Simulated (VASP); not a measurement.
# Ti4C in VASP: single point with PBE

Aim: the single point of Ti4C with PBE.

Program: VASP 6.6.1. These are calculated values, not measurements. Logs are shortened: lines on timing, memory, paths and dates and some standing lists are left out, and cuts for length are marked.

## (1) The cell of the first run

The cell holds a slab with vacuum, 5 atoms: a = 2.936 Å, b = 2.936 Å, c = 25.954 Å, α = 90.00°, β = 90.00°, γ = 120.00°.

## (2) Single point, PBE

File INCAR:

```
PREC = Accurate ; ENCUT = 520
EDIFF = 1E-6 ; ISMEAR = 0
SIGMA = 0.1 ; LREAL = F
LASPH = T ; NELM = 60
ALGO = Normal ; ISIF = 2
LWAVE = F ; LCHARG = T
LDIPOL = T ; IDIPOL = 3
DIPOL = 0.5 0.5 0.499 ; GGA = PE
LELF = T ; LVHAR = T
LVACPOTAV = T ; NBANDS = 34
```

File KPOINTS:

```
regular mesh
0
Gamma
  12 12 1
```

File POSCAR:

```
Ti4C
1.0
    2.9357969433      0.0000000000      0.0000000000
   -1.4678984717      2.5424747333      0.0000000000
    0.0000000000      0.0000000000     25.9542893605
Ti C
4 1
Direct
    0.6666666667      0.3333333333      0.3274988531
    0.3333333333      0.6666666667      0.4168134331
    0.6666666667      0.3333333333      0.5040115041
    0.3333333333      0.6666666667      0.6065910988
    0.0000000000      0.0000000000      0.6385689553
```

Potentials or basis: VASP PAW PBE potentials, release 64 (Ti_sv, C).

Run with:

```sh
cat potpaw_PBE.64/Ti_sv/POTCAR potpaw_PBE.64/C/POTCAR > POTCAR
mpirun -np 1 vasp_std > vasp.out
```

OUTCAR:

```text
PREC = Accurate
   ENCUT = 520
   EDIFF = 1E-6
   ISMEAR = 0
   LREAL = F
   LASPH = T
   NELM = 60
   ISIF = 2
   GGA = PE

 ion  position               nearest neighbor table
   1  0.667  0.333  0.327-   2 2.87   2 2.87   2 2.87
   2  0.333  0.667  0.417-   3 2.83   3 2.83   3 2.83   1 2.87   1 2.87   1 2.87
   3  0.667  0.333  0.504-   2 2.83   2 2.83   2 2.83
   4  0.333  0.667  0.607-   5 1.89   5 1.89   5 1.89
   5  0.000  0.000  0.639-   4 1.89   4 1.89   4 1.89

  LATTYP: Found a hexagonal cell.
 ALAT       =     2.9357969433
 C/A-ratio  =     8.8406282389

  Lattice vectors:

 A1 = (   2.9357969433,   0.0000000000,   0.0000000000)
 A2 = (  -1.4678984717,   2.5424747333,   0.0000000000)
 A3 = (   0.0000000000,   0.0000000000,  25.9542893605)

Analysis of symmetry for initial positions (statically):
=====================================================================
 Subroutine PRICEL returns:
 Original cell was already a primitive cell.

 Routine SETGRP: Setting up the symmetry group for a
 hexagonal supercell.

 Subroutine GETGRP returns: Found  6 space group operations
 (whereof  6 operations were pure point group operations)
 out of a pool of 24 trial point group operations.

The static configuration has the point symmetry C_3v.

Analysis of symmetry for dynamics (positions and initial velocities):
=====================================================================
 Subroutine PRICEL returns:
 Original cell was already a primitive cell.

 Routine SETGRP: Setting up the symmetry group for a
 hexagonal supercell.

 Subroutine GETGRP returns: Found  6 space group operations
 (whereof  6 operations were pure point group operations)
 out of a pool of 24 trial point group operations.

The dynamic configuration has the point symmetry C_3v.

 Subroutine INISYM returns: Found  6 space group operations
 (whereof  6 operations are pure point group operations),
 and found     1 'primitive' translations

----------------------------------------------------------------------------------------

                                     Primitive cell

  volume of cell :     193.7277

  direct lattice vectors                    reciprocal lattice vectors
     2.935796943  0.000000000  0.000000000     0.340623013  0.196658788  0.000000000
    -1.467898472  2.542474733  0.000000000     0.000000000  0.393317576  0.000000000
     0.000000000  0.000000000 25.954289360     0.000000000  0.000000000  0.038529277

  length of vectors
     2.935796943  2.935796943 25.954289360     0.393317576  0.393317576  0.038529277

  position of ions in fractional coordinates (direct lattice)
     0.666666667  0.333333333  0.327498853
     0.333333333  0.666666667  0.416813433
     0.666666667  0.333333333  0.504011504
     0.333333333  0.666666667  0.606591099
     0.000000000  0.000000000  0.638568955

  ion indices of the primitive-cell ions
   primitive index   ion index
                 1           1
                 2           2
                 3           3
                 4           4
                 5           5

----------------------------------------------------------------------------------------

 KPOINTS: regular mesh

Automatic generation of k-mesh.
 Grid dimensions read from file:
 generate k-points for:   12   12    1

 Generating k-lattice:

  Cartesian coordinates                     Fractional coordinates (reciprocal lattice)
     0.028385251  0.016388232  0.000000000     0.083333333  0.000000000  0.000000000
     0.000000000  0.032776465  0.000000000     0.000000000  0.083333333  0.000000000
     0.000000000  0.000000000  0.038529277     0.000000000  0.000000000  1.000000000

  Length of vectors
     0.032776465  0.032776465  0.038529277

  Shift w.r.t. Gamma in fractional coordinates (k-lattice)
     0.000000000  0.000000000  0.000000000

 Subroutine IBZKPT returns following result:
 ===========================================

 Found     19 irreducible k-points:

 Following reciprocal coordinates:
            Coordinates               Weight
  0.000000  0.000000  0.000000      1.000000
  0.083333 -0.000000  0.000000      6.000000
  0.166667 -0.000000  0.000000      6.000000
  0.250000  0.000000  0.000000      6.000000
  0.333333  0.000000  0.000000      6.000000
  0.416667 -0.000000  0.000000      6.000000
[... 11 lines left out ...]
  0.333333  0.250000  0.000000     12.000000
  0.333333  0.333333  0.000000      2.000000
   k-points           NKPTS =     19   k-points in BZ     NKDIM =     19   number of bands    NBANDS=     34
   number of dos      NEDOS =    301   number of ions     NIONS =      5
   total plane-waves  NPLWV = 112896
   dimension x,y,z NGX =    24 NGY =   24 NGZ =  196
   dimension x,y,z NGXF=    48 NGYF=   48 NGZF=  392
   ions per type =               4   1
   NGX,Y,Z   is equivalent  to a cutoff of  13.59, 13.59, 12.55 a.u.
   NGXF,Y,Z  is equivalent  to a cutoff of  27.18, 27.18, 25.11 a.u.
 SYSTEM =  unknown system
   PREC   = accura    normal or accurate (medium, high low for compatibility)
   ISTART =      0    job   : 0-new  1-cont  2-samecut
   ICHARG =      2    charge: 1-file 2-atom 10-const
   ISPIN  =      1    spin polarized calculation?
   LNONCOLLINEAR =      F non collinear calculations
   LSORBIT =      F    spin-orbit coupling
   LASPH  =      T    aspherical Exc in radial PAW
   ENCUT  =  520.0 eV  38.22 Ry    6.18 a.u.   5.46  5.46 48.26*2*pi/ulx,y,z
   NELM   =     60;   NELMIN=  2; NELMDL= -5     # of ELM steps
   EDIFF  = 0.1E-05   stopping-criterion for ELM
   LREAL  =      F    real-space projection
[... 7 lines left out ...]
   TEBEG  =    0.0;   TEEND  =   0.0 temperature during run
   PSTRESS=    0.0 pullay stress
   NELECT =      52.0000    total number of electrons
   NUPDOWN=      -1.0000    fix difference up-down
   EMIN   =  10.00;   EMAX   =-10.00  energy-range for DOS
   EFERMI =   0.00;   METHOD = LEGACY
   ISMEAR =     0;   SIGMA  =   0.10  broadening in eV -4-tet -1-fermi 0-gaus
   EFERMI_NEDOS =   21; number of points for ismear=-14 and -15
   IALGO  =     38    algorithm
   IMIX   =      4    mixing-type and parameters
     AMIX     =   0.40;   BMIX     =  1.00
     AMIX_MAG =   1.60;   BMIX_MAG =  1.00
  volume/ion in A,a.u.               =      38.75       261.47
  Fermi-wavevector in a.u.,A,eV,Ry     =   1.056036  1.995618 15.173378  1.115212
  Thomas-Fermi vector in A             =   2.191257
   LORBIT       =      0    0 simple, 1 ext, 2 COOP (PROOUT), +10 PAW based schemes
   GGA     = PE    functional components
   LHFCALC =     F    Hartree Fock is set to
   AEXX    =    0.0000 exact exchange contribution
   IVDW    =     0    specifies the selected vdW correction
   LEPSILON=     F    determine dielectric tensor
   LRPA    =     F    only Hartree local field effects (RPA)
 non-spin polarized calculation
 Gauss-broadening in eV      SIGMA  =   0.10
  energy-cutoff  :      520.00
  volume of cell :      193.73
 maximum number of plane-waves:      5301
 NGX is ok and might be reduce to    24
   NGX = 11   NGY = 11   NGZ = 97

 dipolmoment           0.000000      0.000000     -0.033566 electrons x Angstroem

 number of electron      51.9999996 magnetization

 dipolmoment           0.000000      0.000000      0.095787 electrons x Angstroem

 Free energy of the ion-electron system (eV)
  ---------------------------------------------------
  ext. energy  EPLUGINS =         0.00000000
  ---------------------------------------------------
  free energy    TOTEN  =       -37.16847323 eV

  energy without entropy =      -37.11972811  energy(sigma->0) =      -37.14410067

 E-fermi :  -0.3197     XC(G=0):  -5.2104

 val. band max:       -0.3247543435   @ k =   0.4167  -0.0000   0.0000
 cond. band min:      -0.3060974251   @ k =   0.4167   0.0833   0.0000
 fundamental gap:      0.0186569184
 Fermi energy:        -0.3196762501

 k-point     1 :       0.0000    0.0000    0.0000
  band No.  band energies     occupation
      1     -57.2251      2.00000
      2     -57.0385      2.00000
      3     -56.9245      2.00000
      4     -55.5485      2.00000
      5     -33.6463      2.00000
      6     -33.4090      2.00000
[... 26 lines left out ...]
     33       0.8383      0.00000
     34       1.7357      0.00000

 k-point     2 :       0.0833   -0.0000    0.0000
  band No.  band energies     occupation
      1     -57.2200      2.00000
      2     -57.0329      2.00000
      3     -56.9208      2.00000
      4     -55.5426      2.00000
      5     -33.6371      2.00000
      6     -33.4068      2.00000
[... 26 lines left out ...]
     33       0.9510      0.00000
     34       1.6683      0.00000

 k-point     3 :       0.1667   -0.0000    0.0000
  band No.  band energies     occupation
      1     -57.2063      2.00000
      2     -57.0174      2.00000
      3     -56.9109      2.00000
      4     -55.5267      2.00000
      5     -33.6125      2.00000
      6     -33.4052      2.00000
[... 26 lines left out ...]
     33       1.2654      0.00000
     34       1.5674      0.00000
[... 519 lines left out ...]
 k-point    18 :       0.3333    0.2500    0.0000
  band No.  band energies     occupation
      1     -57.1429      2.00000
      2     -56.9432      2.00000
      3     -56.8674      2.00000
      4     -55.4527      2.00000
      5     -33.5725      2.00000
      6     -33.5329      2.00000
[... 26 lines left out ...]
     33       2.1678      0.00000
     34       2.3174      0.00000

 k-point    19 :       0.3333    0.3333    0.0000
  band No.  band energies     occupation
      1     -57.1404      2.00000
      2     -56.9401      2.00000
      3     -56.8658      2.00000
      4     -55.4497      2.00000
      5     -33.5259      2.00000
      6     -33.5251      2.00000
[... 26 lines left out ...]
     33       2.2169      0.00000
     34       2.2697      0.00000

------------------------ aborting loop because EDIFF is reached ----------------------------------------

  FORCE on cell =-STRESS in cart. coord.  units (eV):
  Direction    XX          YY          ZZ          XY          YZ          ZX
  --------------------------------------------------------------------------------------
  -------------------------------------------------------------------------------------
  Total        5.3936717      5.3936717     -0.4010313     -0.0000000     -0.0000000     -0.0000000
  in kB       44.6070282     44.6070282     -3.3166303     -0.0000000     -0.0000000     -0.0000000
  external PRESSURE =      28.6324754 kB  Pullay stress =       0.0000000 kB

 VOLUME and BASIS-vectors are now :
 -----------------------------------------------------------------------------
  energy-cutoff  :      520.00
  volume of cell :      193.73
      direct lattice vectors                 reciprocal lattice vectors
     2.935796943  0.000000000  0.000000000     0.340623013  0.196658788  0.000000000
    -1.467898472  2.542474733  0.000000000     0.000000000  0.393317576  0.000000000
     0.000000000  0.000000000 25.954289360     0.000000000  0.000000000  0.038529277

 POSITION                                       TOTAL-FORCE (eV/Angst)
 -----------------------------------------------------------------------------------
      1.46790      0.84749      8.50000        -0.000000     -0.000000      0.332859
     -0.00000      1.69498     10.81810         0.000000      0.000000     -0.379073
      1.46790      0.84749     13.08126        -0.000000     -0.000000      0.040156
     -0.00000      1.69498     15.74364         0.000000      0.000000     -0.319108
      0.00000      0.00000     16.57360         0.000000      0.000000      0.325166
 -----------------------------------------------------------------------------------
    total drift:                               -0.000000      0.000000      0.000224

  FREE ENERGIE OF THE ION-ELECTRON SYSTEM (eV)
  ---------------------------------------------------
  free  energy   TOTEN  =       -37.1684732280 eV

  energy  without entropy=      -37.1197281051  energy(sigma->0) =      -37.14410067

 vacuum level on the upper side and lower side of the slab         6.423         4.101
```

Run time: 7.4 min. Hardware: 1 thread of AMD EPYC 7R43 (Zen 3), shared host; peak memory 0.33 GiB.

What came out:

```yaml
Free_energy: -37.1685 eV
Largest_force: 0.379 eV/Å
Band_gap_on_the_k_mesh: zero (band 26 reaches 0.27 eV, above the bottom of band 27 at -0.43 eV)
```

Forces on the atoms (eV/Å):
```
Ti   0.000  0.000  0.333
Ti   0.000  0.000 -0.379
Ti   0.000  0.000  0.040
Ti   0.000  0.000 -0.319
C    0.000  0.000  0.325
```
